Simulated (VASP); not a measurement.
# CdS (F-43m) in VASP: single point with PBEsol-based screened hybrid with 25 % exact exchange

Aim: the single point of CdS with PBEsol-based screened hybrid with 25 % exact exchange.

Program: VASP 6.6.1. These are calculated values, not measurements. Logs are shortened: lines on timing, memory, paths and dates and some standing lists are left out, and cuts for length are marked.

## (1) The cell of the first run

Symmetry: F-43m, No. 216, cubic system. The conventional cell has a = 5.794 Å, b = 5.794 Å, c = 5.794 Å, α = 90.00°, β = 90.00°, γ = 90.00°. Cd (site symmetry -43m) has 4 S at 2.51 Å within 3.3 Å. S (site symmetry -43m) has 4 Cd at 2.51 Å within 3.3 Å.

## (2) Single point, PBEsol-based screened hybrid with 25 % exact exchange

The input, POSCAR:

```
CdS
1.0
    0.0000000000      2.8969255847      2.8969255847
    2.8969255847      0.0000000000      2.8969255847
    2.8969255847      2.8969255847      0.0000000000
Cd S
1 1
Direct
    0.0000000000      0.0000000000      0.0000000000
    0.7500000000      0.7500000000      0.7500000000
```

The input, INCAR.step1:

```
SYSTEM = CdS
PREC = Accurate ; ENCUT = 470
EDIFF = 1E-5 ; ISMEAR = -1
SIGMA = 0.05 ; LREAL = .FALSE.
LASPH = .TRUE. ; NELM = 120
ALGO = Normal ; ISIF = 2
LWAVE = .TRUE. ; LCHARG = .FALSE.
NBANDS = 20 ; GGA = PE
GGA_COMPAT = .FALSE.
```

The input, INCAR.step2:

```
SYSTEM = CdS
PREC = Accurate ; ENCUT = 470
EDIFF = 1E-6 ; ISMEAR = -1
SIGMA = 0.05 ; LREAL = .FALSE.
LASPH = .TRUE. ; NELM = 120
ALGO = Normal ; ISIF = 2
LWAVE = .FALSE. ; LCHARG = .FALSE.
GGA = PS ; LHFCALC = .TRUE.
AEXX = 0.25 ; HFSCREEN = 0.207
PRECFOCK = Normal ; NBANDS = 20
ISTART = 1 ; GGA_COMPAT = .FALSE.
```

The input, KPOINTS:

```
regular mesh
0
G
  4 4 4
  0 0 0
```

Potentials or basis: VASP PAW PBE potentials, release 64 (Cd_sv_GW, S).

Run with:

```sh
> cat potpaw_PBE.64/Cd_sv_GW/POTCAR potpaw_PBE.64/S/POTCAR > POTCAR
> cp INCAR.step1 INCAR
> mpirun -np 1 vasp_std > vasp.out
> cp INCAR.step2 INCAR
> mpirun -np 1 vasp_std > vasp.out
```

OUTCAR:

```text
SYSTEM = CdS
   PREC = Accurate
   ENCUT = 470
   EDIFF = 1E-6
   ISMEAR = -1
   LREAL = .FALSE.
   LASPH = .TRUE.
   NELM = 120
   ISIF = 2
   GGA = PS
   LHFCALC = .TRUE.
   AEXX = 0.25
   HFSCREEN = 0.207
   PRECFOCK = Normal
   ISTART = 1

 ion  position               nearest neighbor table
   1  0.000  0.000  0.000-   2 2.51   2 2.51   2 2.51   2 2.51
   2  0.750  0.750  0.750-   1 2.51   1 2.51   1 2.51   1 2.51

  LATTYP: Found a face centered cubic cell.
 ALAT       =     5.7938511694

  Lattice vectors:

 A1 = (   0.0000000000,   2.8969255847,   2.8969255847)
 A2 = (   2.8969255847,   0.0000000000,   2.8969255847)
 A3 = (   2.8969255847,   2.8969255847,   0.0000000000)

Analysis of symmetry for initial positions (statically):
=====================================================================
 Subroutine PRICEL returns:
 Original cell was already a primitive cell.

 Routine SETGRP: Setting up the symmetry group for a
 face centered cubic supercell.

 Subroutine GETGRP returns: Found 24 space group operations
 (whereof 24 operations were pure point group operations)
 out of a pool of 48 trial point group operations.

The static configuration has the point symmetry T_d .

Analysis of symmetry for dynamics (positions and initial velocities):
=====================================================================
 Subroutine PRICEL returns:
 Original cell was already a primitive cell.

 Routine SETGRP: Setting up the symmetry group for a
 face centered cubic supercell.

 Subroutine GETGRP returns: Found 24 space group operations
 (whereof 24 operations were pure point group operations)
 out of a pool of 48 trial point group operations.

The dynamic configuration has the point symmetry T_d .

 Subroutine INISYM returns: Found 24 space group operations
 (whereof 24 operations are pure point group operations),
 and found     1 'primitive' translations

----------------------------------------------------------------------------------------

                                     Primitive cell

  volume of cell :      48.6230

  direct lattice vectors                    reciprocal lattice vectors
     0.000000000  2.896925585  2.896925585    -0.172596770  0.172596770  0.172596770
     2.896925585  0.000000000  2.896925585     0.172596770 -0.172596770  0.172596770
     2.896925585  2.896925585  0.000000000     0.172596770  0.172596770 -0.172596770

  length of vectors
     4.096871451  4.096871451  4.096871451     0.298946376  0.298946376  0.298946376

  position of ions in fractional coordinates (direct lattice)
     0.000000000  0.000000000  0.000000000
     0.750000000  0.750000000  0.750000000

  ion indices of the primitive-cell ions
   primitive index   ion index
                 1           1
                 2           2

----------------------------------------------------------------------------------------

 KPOINTS: regular mesh

Automatic generation of k-mesh.
 Grid dimensions read from file:
 generate k-points for:    4    4    4

 Generating k-lattice:

  Cartesian coordinates                     Fractional coordinates (reciprocal lattice)
    -0.043149193  0.043149193  0.043149193     0.250000000  0.000000000  0.000000000
     0.043149193 -0.043149193  0.043149193     0.000000000  0.250000000  0.000000000
     0.043149193  0.043149193 -0.043149193     0.000000000  0.000000000  0.250000000

  Length of vectors
     0.074736594  0.074736594  0.074736594

  Shift w.r.t. Gamma in fractional coordinates (k-lattice)
     0.000000000  0.000000000  0.000000000

 Subroutine IBZKPT returns following result:
 ===========================================

 Found      8 irreducible k-points:

 Following reciprocal coordinates:
            Coordinates               Weight
  0.000000  0.000000  0.000000      1.000000
  0.250000  0.000000  0.000000      8.000000
  0.500000  0.000000  0.000000      4.000000
  0.250000  0.250000  0.000000      6.000000
  0.500000  0.250000  0.000000     24.000000
 -0.250000  0.250000  0.000000     12.000000
  0.500000  0.500000  0.000000      3.000000
 -0.250000  0.500000  0.250000      6.000000
   k-points           NKPTS =      8   k-points in BZ     NKDIM =     64   number of bands    NBANDS=     20
   number of dos      NEDOS =    301   number of ions     NIONS =      2
   total plane-waves  NPLWV =  27000
   dimension x,y,z NGX =    30 NGY =   30 NGZ =   30
   dimension x,y,z NGXF=    60 NGYF=   60 NGZF=   60
   ions per type =               1   1
   NGX,Y,Z   is equivalent  to a cutoff of  12.17, 12.17, 12.17 a.u.
   NGXF,Y,Z  is equivalent  to a cutoff of  24.35, 24.35, 24.35 a.u.
 SYSTEM =  CdS
   PREC   = accura    normal or accurate (medium, high low for compatibility)
   ISTART =      1    job   : 0-new  1-cont  2-samecut
   ICHARG =      0    charge: 1-file 2-atom 10-const
   ISPIN  =      1    spin polarized calculation?
   LNONCOLLINEAR =      F non collinear calculations
   LSORBIT =      F    spin-orbit coupling
   LASPH  =      T    aspherical Exc in radial PAW
   ENCUT  =  470.0 eV  34.54 Ry    5.88 a.u.   7.24  7.24  7.24*2*pi/ulx,y,z
   NELM   =    120;   NELMIN=  2; NELMDL=  0     # of ELM steps
   EDIFF  = 0.1E-05   stopping-criterion for ELM
   LREAL  =      F    real-space projection
   EDIFFG = 0.1E-04   stopping-criterion for IOM
   NSW    =      0    number of steps for IOM
   IBRION =     -1    ionic relax: 0-MD 1-quasi-New 2-CG
   NFREE  =      0    steps in history (QN), initial steepest desc. (CG)
   ISIF   =      2    stress and relaxation
   ISYM   =      3    0-nonsym 1-usesym 2-fastsym
   POTIM  = 0.5000    time-step for ionic-motion
   TEBEG  =    0.0;   TEEND  =   0.0 temperature during run
   PSTRESS=    0.0 pullay stress
   NELECT =      26.0000    total number of electrons
   NUPDOWN=      -1.0000    fix difference up-down
   EMIN   =  10.00;   EMAX   =-10.00  energy-range for DOS
   EFERMI =   0.00;   METHOD = LEGACY
   ISMEAR =    -1;   SIGMA  =   0.05  broadening in eV -4-tet -1-fermi 0-gaus
   EFERMI_NEDOS =   21; number of points for ismear=-14 and -15
   IALGO  =     38    algorithm
   IMIX   =      1    mixing-type and parameters
     AMIX     =   0.40;   BMIX     =  1.00
     AMIX_MAG =   1.60;   BMIX_MAG =  1.00
  volume/ion in A,a.u.               =      24.31       164.06
  Fermi-wavevector in a.u.,A,eV,Ry     =   1.328777  2.511024 24.023086  1.765647
  Thomas-Fermi vector in A             =   2.457989
   LORBIT       =      0    0 simple, 1 ext, 2 COOP (PROOUT), +10 PAW based schemes
   GGA     = PS    functional components
   LHFCALC =     T    Hartree Fock is set to
   PRECFOCK=normal    Normal, Fast or Accurate (Low or Medium for compatibility)
   ENCUT4O =  -1.0   cutoff for four orbital integrals eV
   NKREDX  =     1    reduce k-point grid by
   NKREDY  =     1    reduce k-point grid by
   NKREDZ  =     1    reduce k-point grid by
   AEXX    =    0.2500 exact exchange contribution
   HFSCREEN=    0.2070 screening length (either q_TF or 0.3 A-1)
   HFSCREENC=   0.2070 screening length for correlation (either q_TF or 0.3 A-1)
   ENCUTFOCK=  -1.0 apply spherical cutoff to Coloumb kernel
   IVDW    =     0    specifies the selected vdW correction
   LEPSILON=     F    determine dielectric tensor
   LRPA    =     F    only Hartree local field effects (RPA)
 non-spin polarized calculation
  energy-cutoff  :      470.00
  volume of cell :       48.62
 maximum number of plane-waves:      1158
 NGX is ok and might be reduce to    30
  NGX = 24; NGY = 24; NGZ = 24

 number of electron      25.9999987 magnetization

 Free energy of the ion-electron system (eV)
  ---------------------------------------------------
  ext. energy  EPLUGINS =         0.00000000
  ---------------------------------------------------
  free energy    TOTEN  =        -8.14079682 eV

  energy without entropy =       -8.14079682  energy(sigma->0) =       -8.14079682

 E-fermi :   3.3770     XC(G=0):  -7.9305

 val. band max:        2.3430195821   @ k =   0.0000   0.0000   0.0000
 cond. band min:       4.4154920322   @ k =   0.0000   0.0000   0.0000
 fundamental gap:      2.0724724501
 Fermi energy:         3.3770241817

 k-point     1 :       0.0000    0.0000    0.0000
  band No.  band energies     occupation
      1    -103.9831      2.00000
      2     -63.7368      2.00000
      3     -63.7368      2.00000
      4     -63.7368      2.00000
      5     -11.3571      2.00000
      6      -6.6368      2.00000
[... 12 lines left out ...]
     19      15.1590      0.00000
     20      15.1590      0.00000

 k-point     2 :       0.2500    0.0000    0.0000
  band No.  band energies     occupation
      1    -103.9829      2.00000
      2     -63.7366      2.00000
      3     -63.7366      2.00000
      4     -63.7360      2.00000
      5     -11.1142      2.00000
      6      -6.5607      2.00000
[... 12 lines left out ...]
     19      14.1541      0.00000
     20      14.6644      0.00000

 k-point     3 :       0.5000    0.0000    0.0000
  band No.  band energies     occupation
      1    -103.9837      2.00000
      2     -63.7375      2.00000
      3     -63.7373      2.00000
      4     -63.7373      2.00000
      5     -10.8754      2.00000
      6      -6.5077      2.00000
[... 12 lines left out ...]
     19      16.2490      0.00000
     20      16.2490      0.00000

 k-point     4 :       0.2500    0.2500    0.0000
  band No.  band energies     occupation
      1    -103.9829      2.00000
      2     -63.7364      2.00000
      3     -63.7364      2.00000
      4     -63.7361      2.00000
      5     -11.0359      2.00000
      6      -6.4676      2.00000
[... 12 lines left out ...]
     19      15.4936      0.00000
     20      18.2776      0.00000

 k-point     5 :       0.5000    0.2500    0.0000
  band No.  band energies     occupation
      1    -103.9830      2.00000
      2     -63.7368      2.00000
      3     -63.7364      2.00000
      4     -63.7362      2.00000
      5     -10.8035      2.00000
      6      -6.4466      2.00000
[... 12 lines left out ...]
     19      16.3891      0.00000
     20      17.4048      0.00000

 k-point     6 :      -0.2500    0.2500    0.0000
  band No.  band energies     occupation
      1    -103.9831      2.00000
      2     -63.7367      2.00000
      3     -63.7365      2.00000
      4     -63.7363      2.00000
      5     -10.8792      2.00000
      6      -6.4733      2.00000
[... 12 lines left out ...]
     19      16.0512      0.00000
     20      17.1342      0.00000

 k-point     7 :       0.5000    0.5000    0.0000
  band No.  band energies     occupation
      1    -103.9827      2.00000
      2     -63.7368      2.00000
      3     -63.7357      2.00000
      4     -63.7357      2.00000
      5     -10.7289      2.00000
      6      -6.3890      2.00000
[... 12 lines left out ...]
     19      15.9365      0.00000
     20      17.1935      0.00000

 k-point     8 :      -0.2500    0.5000    0.2500
  band No.  band energies     occupation
      1    -103.9831      2.00000
      2     -63.7368      2.00000
      3     -63.7365      2.00000
      4     -63.7363      2.00000
      5     -10.7315      2.00000
      6      -6.3802      2.00000
[... 12 lines left out ...]
     19      16.7564      0.00000
     20      17.1790      0.00000

------------------------ aborting loop because EDIFF is reached ----------------------------------------

  FORCE on cell =-STRESS in cart. coord.  units (eV):
  Direction    XX          YY          ZZ          XY          YZ          ZX
  --------------------------------------------------------------------------------------
  -------------------------------------------------------------------------------------
  Total       -0.1623847     -0.1623847     -0.1623847      0.0000000      0.0000000      0.0000000
  in kB       -5.3507378     -5.3507378     -5.3507378      0.0000000      0.0000000      0.0000000
  external PRESSURE =      -5.3507378 kB  Pullay stress =       0.0000000 kB

 VOLUME and BASIS-vectors are now :
 -----------------------------------------------------------------------------
  energy-cutoff  :      470.00
  volume of cell :       48.62
      direct lattice vectors                 reciprocal lattice vectors
     0.000000000  2.896925585  2.896925585    -0.172596770  0.172596770  0.172596770
     2.896925585  0.000000000  2.896925585     0.172596770 -0.172596770  0.172596770
     2.896925585  2.896925585  0.000000000     0.172596770  0.172596770 -0.172596770

 POSITION                                       TOTAL-FORCE (eV/Angst)
 -----------------------------------------------------------------------------------
      0.00000      0.00000      0.00000         0.000000      0.000000     -0.000000
      4.34539      4.34539      4.34539        -0.000000      0.000000      0.000000
 -----------------------------------------------------------------------------------
    total drift:                               -0.000012     -0.000012     -0.000019

  FREE ENERGIE OF THE ION-ELECTRON SYSTEM (eV)
  ---------------------------------------------------
  free  energy   TOTEN  =        -8.1407968178 eV

  energy  without entropy=       -8.1407968177  energy(sigma->0) =       -8.14079682
```

It took 12 min on 1 thread of AMD EPYC 7R13 (Zen 3), shared host; peak memory 0.26 GiB.

Results:

```
Free energy            : -8.1408 eV
Pressure               : -0.5 GPa
Band gap on the k mesh : 2.07 eV
```

Caveat: the k points lie up to 0.47 Å⁻¹ apart; the PAW data sets were made with another functional, which shifts forces and pressure a little.
